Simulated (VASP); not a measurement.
# BeS (zincblende type) (F-43m) in VASP: notebook

The runs below take BeS (zincblende type) through single point, relaxation of cell and atoms, with PBE.

Program: VASP 6.6.1. These are calculated values, not measurements. Logs are shortened: lines on timing, memory, paths and dates and some standing lists are left out, and cuts for length are marked.

## 1. The cell of the first run

Symmetry: F-43m, No. 216, cubic system. The conventional cell has a = 4.939 Å, b = 4.939 Å, c = 4.939 Å, α = 90.00°, β = 90.00°, γ = 90.00°. Be (site symmetry -43m) has 4 S at 2.14 Å within 2.8 Å. S (site symmetry -43m) has 4 Be at 2.14 Å within 2.8 Å.

## 2. Single point, PBE (volume scaled by 1.04)

INCAR reads:

```
SYSTEM = BeS
  PREC = Accurate
  ENCUT = 520
  EDIFF = 1E-6
  ISMEAR = -1
  SIGMA = 0.05
  LREAL = .False.
  LASPH = .True.
  NELM = 80
  ALGO = Normal
  ISIF = 2
  LWAVE = .False.
  LCHARG = .False.
  GGA = PE
  NBANDS = 11
```

KPOINTS reads:

```
Automatic mesh
0
Gamma
  12 12 12
  0 0 0
```

POSCAR reads:

```
BeS
1.0
    0.0000000000      2.4697309544      2.4697309544
    2.4697309544      0.0000000000      2.4697309544
    2.4697309544      2.4697309544      0.0000000000
Be S
1 1
Direct
    0.0000000000      0.0000000000      0.0000000000
    0.2500000000      0.2500000000      0.2500000000
```

Potentials or basis: VASP PAW PBE potentials, release 64 (Be, S).

Command:

```sh
cat potpaw_PBE.64/Be/POTCAR potpaw_PBE.64/S/POTCAR > POTCAR
mpirun -np 1 vasp_std > vasp.out
```

OUTCAR:

```text
SYSTEM = BeS
   PREC = Accurate
   ENCUT = 520
   EDIFF = 1E-6
   ISMEAR = -1
   LREAL = .False.
   LASPH = .True.
   NELM = 80
   ISIF = 2
   GGA = PE

 ion  position               nearest neighbor table
   1  0.000  0.000  0.000-   2 2.14   2 2.14   2 2.14   2 2.14
   2  0.250  0.250  0.250-   1 2.14   1 2.14   1 2.14   1 2.14

  LATTYP: Found a face centered cubic cell.
 ALAT       =     4.9394619088

  Lattice vectors:

 A1 = (   0.0000000000,   2.4697309544,   2.4697309544)
 A2 = (   2.4697309544,   0.0000000000,   2.4697309544)
 A3 = (   2.4697309544,   2.4697309544,   0.0000000000)

Analysis of symmetry for initial positions (statically):
=====================================================================
 Subroutine PRICEL returns:
 Original cell was already a primitive cell.

 Routine SETGRP: Setting up the symmetry group for a
 face centered cubic supercell.

 Subroutine GETGRP returns: Found 24 space group operations
 (whereof 24 operations were pure point group operations)
 out of a pool of 48 trial point group operations.

The static configuration has the point symmetry T_d .

Analysis of symmetry for dynamics (positions and initial velocities):
=====================================================================
 Subroutine PRICEL returns:
 Original cell was already a primitive cell.

 Routine SETGRP: Setting up the symmetry group for a
 face centered cubic supercell.

 Subroutine GETGRP returns: Found 24 space group operations
 (whereof 24 operations were pure point group operations)
 out of a pool of 48 trial point group operations.

The dynamic configuration has the point symmetry T_d .

 Subroutine INISYM returns: Found 24 space group operations
 (whereof 24 operations are pure point group operations),
 and found     1 'primitive' translations

----------------------------------------------------------------------------------------

                                     Primitive cell

  volume of cell :      30.1286

  direct lattice vectors                    reciprocal lattice vectors
     0.000000000  2.469730954  2.469730954    -0.202451202  0.202451202  0.202451202
     2.469730954  0.000000000  2.469730954     0.202451202 -0.202451202  0.202451202
     2.469730954  2.469730954  0.000000000     0.202451202  0.202451202 -0.202451202

  length of vectors
     3.492727011  3.492727011  3.492727011     0.350655768  0.350655768  0.350655768

  position of ions in fractional coordinates (direct lattice)
     0.000000000  0.000000000  0.000000000
     0.250000000  0.250000000  0.250000000

  ion indices of the primitive-cell ions
   primitive index   ion index
                 1           1
                 2           2

----------------------------------------------------------------------------------------

 KPOINTS: Automatic mesh

Automatic generation of k-mesh.
 Grid dimensions read from file:
 generate k-points for:   12   12   12

 Generating k-lattice:

  Cartesian coordinates                     Fractional coordinates (reciprocal lattice)
    -0.016870933  0.016870933  0.016870933     0.083333333  0.000000000  0.000000000
     0.016870933 -0.016870933  0.016870933     0.000000000  0.083333333  0.000000000
     0.016870933  0.016870933 -0.016870933     0.000000000  0.000000000  0.083333333

  Length of vectors
     0.029221314  0.029221314  0.029221314

  Shift w.r.t. Gamma in fractional coordinates (k-lattice)
     0.000000000  0.000000000  0.000000000

 Subroutine IBZKPT returns following result:
 ===========================================

 Found     72 irreducible k-points:

 Following reciprocal coordinates:
            Coordinates               Weight
  0.000000  0.000000  0.000000      1.000000
  0.083333  0.000000  0.000000      8.000000
  0.166667  0.000000  0.000000      8.000000
  0.250000  0.000000  0.000000      8.000000
  0.333333  0.000000  0.000000      8.000000
  0.416667  0.000000  0.000000      8.000000
[... 16 lines left out ...]
  0.500000  0.166667  0.000000     24.000000
 -0.416667  0.166667  0.000000     24.000000
 [... further k-points ...]
   k-points           NKPTS =     72   k-points in BZ     NKDIM =     72   number of bands    NBANDS=     11
   number of dos      NEDOS =    301   number of ions     NIONS =      2
   total plane-waves  NPLWV =  21952
   dimension x,y,z NGX =    28 NGY =   28 NGZ =   28
   dimension x,y,z NGXF=    56 NGYF=   56 NGZF=   56
   ions per type =               1   1
   NGX,Y,Z   is equivalent  to a cutoff of  13.33, 13.33, 13.33 a.u.
   NGXF,Y,Z  is equivalent  to a cutoff of  26.65, 26.65, 26.65 a.u.
 SYSTEM =  BeS
   PREC   = accura    normal or accurate (medium, high low for compatibility)
   ISTART =      0    job   : 0-new  1-cont  2-samecut
   ICHARG =      2    charge: 1-file 2-atom 10-const
   ISPIN  =      1    spin polarized calculation?
   LNONCOLLINEAR =      F non collinear calculations
   LSORBIT =      F    spin-orbit coupling
   LASPH  =      T    aspherical Exc in radial PAW
   ENCUT  =  520.0 eV  38.22 Ry    6.18 a.u.   6.49  6.49  6.49*2*pi/ulx,y,z
   NELM   =     80;   NELMIN=  2; NELMDL= -5     # of ELM steps
   EDIFF  = 0.1E-05   stopping-criterion for ELM
   LREAL  =      F    real-space projection
   EDIFFG = 0.1E-04   stopping-criterion for IOM
   NSW    =      0    number of steps for IOM
   IBRION =     -1    ionic relax: 0-MD 1-quasi-New 2-CG
   NFREE  =      0    steps in history (QN), initial steepest desc. (CG)
   ISIF   =      2    stress and relaxation
   ISYM   =      2    0-nonsym 1-usesym 2-fastsym
   POTIM  = 0.5000    time-step for ionic-motion
   TEBEG  =    0.0;   TEEND  =   0.0 temperature during run
   PSTRESS=    0.0 pullay stress
   NELECT =       8.0000    total number of electrons
   NUPDOWN=      -1.0000    fix difference up-down
   EMIN   =  10.00;   EMAX   =-10.00  energy-range for DOS
   EFERMI =   0.00;   METHOD = LEGACY
   ISMEAR =    -1;   SIGMA  =   0.05  broadening in eV -4-tet -1-fermi 0-gaus
   EFERMI_NEDOS =   21; number of points for ismear=-14 and -15
   IALGO  =     38    algorithm
   IMIX   =      4    mixing-type and parameters
     AMIX     =   0.40;   BMIX     =  1.00
     AMIX_MAG =   1.60;   BMIX_MAG =  1.00
  volume/ion in A,a.u.               =      15.06       101.66
  Fermi-wavevector in a.u.,A,eV,Ry     =   1.052233  1.988432 15.064288  1.107194
  Thomas-Fermi vector in A             =   2.187307
   LORBIT       =      0    0 simple, 1 ext, 2 COOP (PROOUT), +10 PAW based schemes
   GGA     = PE    functional components
   LHFCALC =     F    Hartree Fock is set to
   AEXX    =    0.0000 exact exchange contribution
   IVDW    =     0    specifies the selected vdW correction
   LEPSILON=     F    determine dielectric tensor
   LRPA    =     F    only Hartree local field effects (RPA)
 non-spin polarized calculation
  energy-cutoff  :      520.00
  volume of cell :       30.13
 maximum number of plane-waves:       869
 NGX is ok and might be reduce to    28
   NGX = 13   NGY = 13   NGZ = 13

 number of electron       8.0000000 magnetization

 Free energy of the ion-electron system (eV)
  ---------------------------------------------------
  ext. energy  EPLUGINS =         0.00000000
  ---------------------------------------------------
  free energy    TOTEN  =       -10.00153958 eV

  energy without entropy =      -10.00153958  energy(sigma->0) =      -10.00153958

 E-fermi :   4.5836     XC(G=0):  -9.5057

 val. band max:        3.6229135367   @ k =   0.0000   0.0000   0.0000
 cond. band min:       6.8498588583   @ k =   0.5000   0.5000   0.0000
 fundamental gap:      3.2269453216
 Fermi energy:         4.5836438322

 k-point     1 :       0.0000    0.0000    0.0000
  band No.  band energies     occupation
      1      -9.7132      2.00000
      2       3.6229      2.00000
      3       3.6229      2.00000
      4       3.6229      2.00000
      5       9.0535      0.00000
      6       9.3088      0.00000
      7       9.3088      0.00000
      8       9.3088      0.00000
      9      16.3275      0.00000
     10      16.3275      0.00000
     11      18.0713      0.00000

 k-point     2 :       0.0833    0.0000    0.0000
  band No.  band energies     occupation
      1      -9.6393      2.00000
      2       3.0569      2.00000
      3       3.5368      2.00000
      4       3.5368      2.00000
      5       9.0865      0.00000
      6       9.4680      0.00000
      7       9.4680      0.00000
      8       9.8483      0.00000
      9      15.9559      0.00000
     10      15.9559      0.00000
     11      18.0775      0.00000

 k-point     3 :       0.1667    0.0000    0.0000
  band No.  band energies     occupation
      1      -9.4256      2.00000
      2       1.8317      2.00000
      3       3.3237      2.00000
      4       3.3237      2.00000
      5       9.0583      0.00000
      6       9.8377      0.00000
      7       9.8377      0.00000
      8      11.1109      0.00000
      9      15.4449      0.00000
     10      15.4449      0.00000
     11      17.9129      0.00000

 k-point     4 :       0.2500    0.0000    0.0000
  band No.  band energies     occupation
      1      -9.0989      2.00000
      2       0.4954      2.00000
      3       3.0724      2.00000
      4       3.0724      2.00000
      5       9.0078      0.00000
      6      10.1625      0.00000
      7      10.1625      0.00000
      8      12.4871      0.00000
      9      15.4260      0.00000
     10      15.4260      0.00000
     11      17.6087      0.00000

 k-point     5 :       0.3333    0.0000    0.0000
  band No.  band energies     occupation
      1      -8.7171      2.00000
      2      -0.6825      2.00000
      3       2.8546      2.00000
      4       2.8546      2.00000
      5       8.9552      0.00000
      6      10.2648      0.00000
      7      10.2648      0.00000
      8      13.6482      0.00000
      9      16.1185      0.00000
     10      16.1185      0.00000
     11      17.5227      0.00000
[... 211 lines left out ...]
 k-point    21 :       0.3333    0.1667    0.0000
  band No.  band energies     occupation
      1      -8.7540      2.00000
      2       0.1279      2.00000
      3       2.2531      2.00000
      4       2.2665      2.00000
      5       8.7752      0.00000
      6      10.8347      0.00000
      7      11.3524      0.00000
      8      11.6468      0.00000
      9      15.4428      0.00000
     10      17.4728      0.00000
     11      19.0262      0.00000

 k-point    22 :       0.4167    0.1667    0.0000
  band No.  band energies     occupation
      1      -8.4025      2.00000
      2      -0.8116      2.00000
      3       1.9220      2.00000
      4       2.1577      2.00000
      5       8.8970      0.00000
      6      10.9320      0.00000
      7      11.6091      0.00000
      8      12.0087      0.00000
      9      16.7103      0.00000
     10      18.3038      0.00000
     11      18.6340      0.00000

 k-point    23 :       0.5000    0.1667    0.0000
  band No.  band energies     occupation
      1      -8.1467      2.00000
      2      -1.4003      2.00000
      3       1.6179      2.00000
      4       2.1925      2.00000
      5       9.0097      0.00000
      6      10.8379      0.00000
      7      11.4072      0.00000
      8      13.2668      0.00000
      9      16.7329      0.00000
     10      18.3300      0.00000
     11      19.1701      0.00000

 k-point    24 :      -0.4167    0.1667    0.0000
  band No.  band energies     occupation
      1      -8.1076      2.00000
      2      -1.4833      2.00000
      3       1.4185      2.00000
      4       2.3505      2.00000
      5       9.2068      0.00000
      6      10.7835      0.00000
      7      11.1883      0.00000
      8      14.2370      0.00000
      9      16.1830      0.00000
     10      16.8309      0.00000
     11      19.8067      0.00000

 [... further k-points ...]

------------------------ aborting loop because EDIFF is reached ----------------------------------------

  FORCE on cell =-STRESS in cart. coord.  units (eV):
  Direction    XX          YY          ZZ          XY          YZ          ZX
  --------------------------------------------------------------------------------------
  -------------------------------------------------------------------------------------
  Total       -0.6265083     -0.6265083     -0.6265083      0.0000000      0.0000000     -0.0000000
  in kB      -33.3164338    -33.3164338    -33.3164338      0.0000000      0.0000000     -0.0000000
  external PRESSURE =     -33.3164338 kB  Pullay stress =       0.0000000 kB

 VOLUME and BASIS-vectors are now :
 -----------------------------------------------------------------------------
  energy-cutoff  :      520.00
  volume of cell :       30.13
      direct lattice vectors                 reciprocal lattice vectors
     0.000000000  2.469730954  2.469730954    -0.202451202  0.202451202  0.202451202
     2.469730954  0.000000000  2.469730954     0.202451202 -0.202451202  0.202451202
     2.469730954  2.469730954  0.000000000     0.202451202  0.202451202 -0.202451202

 POSITION                                       TOTAL-FORCE (eV/Angst)
 -----------------------------------------------------------------------------------
      0.00000      0.00000      0.00000         0.000000      0.000000      0.000000
      1.23487      1.23487      1.23487        -0.000000     -0.000000     -0.000000
 -----------------------------------------------------------------------------------
    total drift:                                0.000000      0.000000     -0.000000

  FREE ENERGIE OF THE ION-ELECTRON SYSTEM (eV)
  ---------------------------------------------------
  free  energy   TOTEN  =       -10.0015395830 eV

  energy  without entropy=      -10.0015395830  energy(sigma->0) =      -10.00153958
```

It took 16 s on 1 thread of Intel Xeon Platinum 8559C (Emerald Rapids), shared host; peak memory 0.16 GiB.

Results:

```yaml
Free_energy: -10.0015 eV
Pressure: -3.3 GPa
Band_gap_on_the_k_mesh: 3.23 eV, indirect (least direct gap 5.43 eV)
```

Levels at points of the mesh, in eV from the valence-band top:
```
           k point  band 1  band 2  band 3  band 4  band 5  band 6  band 7  band 8
(0.00, 0.00, 0.00)  -13.34    0.00    0.00    0.00    5.43    5.69    5.69    5.69
(0.50, 0.00, 0.00)  -11.87   -5.44   -0.96   -0.96    5.28    6.57    6.57   10.94
(0.50, 0.50, 0.00)  -11.38   -4.75   -2.46   -2.46    3.23    4.96   12.34   12.34
```

Caveat: the cell differs from its parent crystal (volume scaled by 1.04).

## 3. Relaxation of cell and atoms, PBE

This run uses another cell than the first one, of 13.16 Å³/atom, 0.874 times its volume.

INCAR reads:

```
SYSTEM = BeS
PREC = Accurate
ENCUT = 600
EDIFF = 1E-6
ISMEAR = -1
SIGMA = 0.05
LREAL = .False.
LASPH = .True.
NELM = 100
ALGO = Normal
ISIF = 3
LWAVE = .False.
LCHARG = .False.
GGA = PE
IBRION = 2
NSW = 100
EDIFFG = -0.005
```

KPOINTS reads:

```
regular mesh
0
Gamma
  12 12 12
  0 0 0
```

POSCAR reads:

```
BeS
1.0
    0.0000000000      2.3611663926      2.3611663926
    2.3611663926      0.0000000000      2.3611663926
    2.3611663926      2.3611663926      0.0000000000
Be S
1 1
Direct
    0.0000000000      0.0000000000      0.0000000000
    0.2500000000      0.2500000000      0.2500000000
```

Potentials or basis: VASP PAW PBE potentials, release 64 (Be, S).

Command:

```sh
cat potpaw_PBE.64/Be/POTCAR potpaw_PBE.64/S/POTCAR > POTCAR
mpirun -np 1 vasp_std > vasp.out
```

Wall time 24 s (1 thread of Intel Xeon 6975P-C (Granite Rapids), shared host); peak memory 0.16 GiB.

The run converged. Its results:

| Item | Value |
| --- | --- |
| Free energy | -10.0135 eV |
| Relaxed volume | 14.49 Å³/atom |
| Relaxed cell | a = 3.448 Å, b = 3.448 Å, c = 3.448 Å, α = 60.00°, β = 60.00°, γ = 60.00° |
| Space group after relaxing (to 0.05 Å) | F-43m (No. 216) |
| Energy gained by relaxing | 41.3 meV/atom |
| Ionic steps | 3 |
| Pressure after relaxing | 0.0 GPa |
| Band gap on the k mesh | 3.15 eV, indirect (least direct gap 5.68 eV) |

The path:
| step | energy change (eV) | largest force (eV/Å) | pressure (GPa) | volume (Å³) |
| --- | --- | --- | --- | --- |
| 1 | 0.0000 | 0.0000 | 10.74 | 26.33 |
| 2 | -0.0758 | 0.0000 | -2.52 | 29.84 |
| 3 | -0.0827 | 0.0000 | 0.04 | 28.98 |

Final structure:
```xyz
2
Lattice="0.0000 2.4380 2.4380 2.4380 0.0000 2.4380 2.4380 2.4380 0.0000" Properties=species:S:1:pos:R:3 pbc="T T T"
Be    0.0000    0.0000    0.0000
S     1.2190    1.2190    1.2190
```

Levels at points of the mesh, in eV from the valence-band top:
```tsv
k point	band 1	band 2	band 3	band 4	band 5	band 6	band 7	band 8
(0.00, 0.00, 0.00)	-13.59	0.00	0.00	0.00	5.68	5.68	5.68	5.75
(0.50, 0.00, 0.00)	-12.02	-5.68	-1.01	-1.01	5.42	6.57	6.57	11.13
(0.50, 0.50, 0.00)	-11.49	-4.94	-2.59	-2.59	3.15	4.93	12.65	12.65
```

A k mesh can miss the band edges.
